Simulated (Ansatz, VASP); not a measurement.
# Al2Cu in VASP and in Ansatz

```
Al Cu
1.0
    -2.01148    2.01148    2.84467
     2.01148   -2.01148    2.84467
     2.01148    2.01148   -2.84467
Al Cu
2 1
Direct
  0.75000 0.25000 0.50000
  0.25000 0.75000 0.50000
  0.50000 0.50000 0.00000
```

Alike in both runs: task single point; functional PBEsol; k mesh 14 × 14 × 14; occupations fermi-dirac, width 0.15 eV; no spin polarisation.

```csv
,VASP,Ansatz
version,VASP 6.6.1,Ansatz 0.2.0
potentials or method,"VASP PAW PBE potentials, release 64 (Al, Cu), cutoff 520 eV","scalar-relativistic, plane waves, PAW"
valence electrons in the cell,17,25
```

```tsv
	VASP	Ansatz	Ansatz less VASP
gap on the k mesh at the Fermi level (eV)	none	none	-
pressure (GPa)	2.3	2.2	-0.13
```

VASP's potentials were made for PBE, not for PBEsol. A gap of «none» marks a metal or a gap that the smearing closes. The functional is the same, so the differences come from potentials, cutoffs and numerics. VASP's potentials hold 17 valence electrons a cell and Ansatz's 25, so a difference there can come from the potentials and not from the codes. Ansatz's warnings: structure snapped to symmetry.
